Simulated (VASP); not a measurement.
# Co (Fm-3m) in VASP: notebook, part 2 of 2

VASP 6.6.1.

### 3 Single point, PBE, collinear spin, ferromagnetic start

File INCAR:

```
SYSTEM = Co
PREC     = Accurate       ! precision mode
ENCUT    = 600            ! plane-wave cutoff, eV
EDIFF    = 1E-6           ! SCF threshold, eV
ISMEAR   = -1             ! smearing method
SIGMA    = 0.05           ! smearing width, eV
LREAL    = .False.        ! projectors in reciprocal space
LASPH    = .True.         ! aspherical terms in the spheres
NELM     = 200            ! most SCF steps
ALGO     = Normal         ! electronic algorithm
ISIF     = 2              ! what is computed and relaxed
LWAVE    = .False.        ! write WAVECAR
LCHARG   = .False.        ! write CHGCAR
ISPIN    = 2              ! spin polarisation
MAGMOM   = 3 3            ! initial moments
LORBIT   = 11             ! projections on sites
LMAXMIX  = 4              ! l up to which the mixer works
GGA      = PE             ! functional
NBANDS   = 20             ! bands
ISYM     = 0            
GGA_COMPAT= .False.
```

File KPOINTS:

```
regular mesh
0
Gamma
  7 10 12
  0 0 0
```

File POSCAR:

```
Co
1.0
   -1.7740000000     -1.7740000000     -3.5480000000
    1.7740000000     -1.7740000000      0.0000000000
   -1.7740000000     -1.7740000000      0.0000000000
Co
2
Direct
    0.0000000000      0.0000000000      0.0000000000
    0.5000000000      0.5000000000      0.0000000000
```

Potentials or basis: VASP PAW PBE potentials, release 64 (Co).

The run is started by

```sh
$ cat potpaw_PBE.64/Co/POTCAR > POTCAR
$ mpirun -np 1 vasp_std > vasp.out
```

OUTCAR:

```text
SYSTEM = Co
   PREC = Accurate
   ENCUT = 600
   EDIFF = 1E-6
   ISMEAR = -1
   LREAL = .False.
   LASPH = .True.
   NELM = 200
   ISIF = 2
   ISPIN = 2
   LORBIT = 11
   GGA = PE
   ISYM = 0

 ion  position               nearest neighbor table
   1  0.000  0.000  0.000-   2 2.51   2 2.51   2 2.51   2 2.51   2 2.51   2 2.51   2 2.51   2 2.51

   2  0.500  0.500  0.000-   1 2.51   1 2.51   1 2.51   1 2.51   1 2.51   1 2.51   1 2.51   1 2.51

IMPORTANT INFORMATION: All symmetrisations will be switched off!
NOSYMM: (Re-)initialisation of all symmetry stuff for point group C_1.

----------------------------------------------------------------------------------------

                                     Primitive cell

  volume of cell :      22.3317

  direct lattice vectors                    reciprocal lattice vectors
    -1.774000000 -1.774000000 -3.548000000     0.000000000  0.000000000 -0.281848929
     1.774000000 -1.774000000  0.000000000     0.281848929 -0.281848929  0.000000000
    -1.774000000 -1.774000000  0.000000000    -0.281848929 -0.281848929  0.281848929

  length of vectors
     4.345394804  2.508814860  2.508814860     0.281848929  0.398594578  0.488176665

  position of ions in fractional coordinates (direct lattice)
     0.000000000  0.000000000  0.000000000
     0.500000000  0.500000000  0.000000000

  ion indices of the primitive-cell ions
   primitive index   ion index
                 1           1
                 2           2

----------------------------------------------------------------------------------------

 KPOINTS: regular mesh

Automatic generation of k-mesh.
 Grid dimensions read from file:
 generate k-points for:    7   10   12

 Generating k-lattice:

  Cartesian coordinates                     Fractional coordinates (reciprocal lattice)
     0.000000000  0.000000000 -0.040264133     0.142857143  0.000000000  0.000000000
     0.028184893 -0.028184893  0.000000000     0.000000000  0.100000000  0.000000000
    -0.023487411 -0.023487411  0.023487411     0.000000000  0.000000000  0.083333333

  Length of vectors
     0.040264133  0.039859458  0.040681389

  Shift w.r.t. Gamma in fractional coordinates (k-lattice)
     0.000000000  0.000000000  0.000000000

 -----------------------------------------------------------------------------
|                                                                             |
|           W    W    AA    RRRRR   N    N  II  N    N   GGGG   !!!           |
|           W    W   A  A   R    R  NN   N  II  NN   N  G    G  !!!           |
|           W    W  A    A  R    R  N N  N  II  N N  N  G       !!!           |
|           W WW W  AAAAAA  RRRRR   N  N N  II  N  N N  G  GGG   !            |
|           WW  WW  A    A  R   R   N   NN  II  N   NN  G    G                |
|           W    W  A    A  R    R  N    N  II  N    N   GGGG   !!!           |
|                                                                             |
|     Your reciprocal lattice and k-lattice belong to different lattice       |
|     classes:                                                                |
|                                                                             |
|        The reciprocal lattice is simple tetragonal,                         |
|        whereas your k-lattice is simple monoclinic.                         |
|                                                                             |
|     Results are often still useful ...                                      |
|                                                                             |
 -----------------------------------------------------------------------------

 WARNING: IBZKPT: internal override: KBLOWUP is changed to .FALSE.
      ... skipping the blow-up phase ...

 Subroutine IBZKPT returns following result:
 ===========================================

 Found    422 irreducible k-points:

[... 45 lines left out ...]
   EDIFF  = 0.1E-05   stopping-criterion for ELM
   LREAL  =      F    real-space projection
   EDIFFG = 0.1E-04   stopping-criterion for IOM
   NSW    =      0    number of steps for IOM
   IBRION =     -1    ionic relax: 0-MD 1-quasi-New 2-CG
   NFREE  =      0    steps in history (QN), initial steepest desc. (CG)
   ISIF   =      2    stress and relaxation
   ISYM   =      0    0-nonsym 1-usesym 2-fastsym
   POTIM  = 0.5000    time-step for ionic-motion
   TEBEG  =    0.0;   TEEND  =   0.0 temperature during run
   PSTRESS=    0.0 pullay stress
   NELECT =      18.0000    total number of electrons
   NUPDOWN=      -1.0000    fix difference up-down
   EMIN   =  10.00;   EMAX   =-10.00  energy-range for DOS
   EFERMI =   0.00;   METHOD = LEGACY
   ISMEAR =    -1;   SIGMA  =   0.05  broadening in eV -4-tet -1-fermi 0-gaus
   EFERMI_NEDOS =   21; number of points for ismear=-14 and -15
   IALGO  =     38    algorithm
   IMIX   =      4    mixing-type and parameters
     AMIX     =   0.40;   BMIX     =  1.00
     AMIX_MAG =   1.60;   BMIX_MAG =  1.00
  volume/ion in A,a.u.               =      11.17        75.35
  Fermi-wavevector in a.u.,A,eV,Ry     =   1.523557  2.879105 31.582198  2.321226
  Thomas-Fermi vector in A             =   2.631984
   LORBIT       =     11    0 simple, 1 ext, 2 COOP (PROOUT), +10 PAW based schemes
   GGA     = PE    functional components
   LHFCALC =     F    Hartree Fock is set to
   AEXX    =    0.0000 exact exchange contribution
   IVDW    =     0    specifies the selected vdW correction
   LEPSILON=     F    determine dielectric tensor
   LRPA    =     F    only Hartree local field effects (RPA)
 spin polarized calculation
  energy-cutoff  :      600.00
  volume of cell :       22.33
 maximum number of plane-waves:       760
   NGX = 17   NGY = 11   NGZ = 11

 number of electron      18.0000003 magnetization       3.3530470

 Free energy of the ion-electron system (eV)
  ---------------------------------------------------
  ext. energy  EPLUGINS =         0.00000000
  ---------------------------------------------------
  free energy    TOTEN  =       -14.03826874 eV

  energy without entropy =      -14.01751194  energy(sigma->0) =      -14.02789034

 E-fermi :   9.9604     XC(G=0): -13.2367

 val. band max:        9.9596416924   @ k =   0.1429  -0.1000   0.2500
 cond. band min:       9.9624638793   @ k =  -0.4286   0.2000   0.2500
 fundamental gap:      0.0028221868
 Fermi energy:         9.9603842709

 spin component 1

 k-point     1 :       0.0000    0.0000    0.0000
  band No.  band energies     occupation
      1       1.1015      1.00000
      2       4.7873      1.00000
      3       5.4085      1.00000
      4       7.2598      1.00000
      5       7.2640      1.00000
      6       7.2646      1.00000
[... 541 lines left out ...]
     19      34.5582      0.00000
     20      35.0228      0.00000

 [... further k-points ...]

 spin component 2

 k-point     1 :       0.0000    0.0000    0.0000
  band No.  band energies     occupation
      1       1.1192      1.00000
      2       6.0213      1.00000
      3       6.7044      1.00000
      4       8.8593      1.00000
      5       8.8646      1.00000
      6       8.8704      1.00000
[... 541 lines left out ...]
     19      34.9203      0.00000
     20      35.3885      0.00000

 [... further k-points ...]
[... 5 lines left out ...]
  --------------------------------------------------------------------------------------
  -------------------------------------------------------------------------------------
  Total       -0.6662155     -0.6662071     -0.7478543      0.0073693     -0.0132006     -0.0132031
  in kB      -47.7974244    -47.7968189    -53.6545712      0.5287053     -0.9470754     -0.9472549
  external PRESSURE =     -49.7496048 kB  Pullay stress =       0.0000000 kB

 VOLUME and BASIS-vectors are now :
 -----------------------------------------------------------------------------
  energy-cutoff  :      600.00
  volume of cell :       22.33
      direct lattice vectors                 reciprocal lattice vectors
    -1.774000000 -1.774000000 -3.548000000     0.000000000  0.000000000 -0.281848929
     1.774000000 -1.774000000  0.000000000     0.281848929 -0.281848929  0.000000000
    -1.774000000 -1.774000000  0.000000000    -0.281848929 -0.281848929  0.281848929

 POSITION                                       TOTAL-FORCE (eV/Angst)
 -----------------------------------------------------------------------------------
      0.00000      0.00000      0.00000         0.000001      0.000000      0.000001
      0.00000     -1.77400     -1.77400        -0.000001     -0.000000     -0.000001
 -----------------------------------------------------------------------------------
    total drift:                                0.000001     -0.000000      0.000001

  FREE ENERGIE OF THE ION-ELECTRON SYSTEM (eV)
  ---------------------------------------------------
  free  energy   TOTEN  =       -14.0382687405 eV

  energy  without entropy=      -14.0175119402  energy(sigma->0) =      -14.02789034

 total charge

# of ion       s       p       d       tot
------------------------------------------
    1        0.479   0.500   7.237   8.216
    2        0.479   0.500   7.237   8.216
--------------------------------------------------
tot          0.958   1.001  14.473  16.433

 magnetization (x)

# of ion       s       p       d       tot
------------------------------------------
    1       -0.011  -0.047   1.757   1.699
    2       -0.011  -0.047   1.758   1.699
--------------------------------------------------
tot         -0.023  -0.095   3.515   3.397
```

Run time: 3 min. Hardware: 1 thread of Intel Xeon 6975P-C, shared host; peak memory 0.41 GiB.

What came out:

```yaml
Free_energy: -14.0383 eV
Pressure: -5.0 GPa
Net_moment: 3.35 μB per cell
Site_moments: Co +1.70 μB
Valence_electrons_inside_the_program's_atomic_spheres: Co 8.22
```
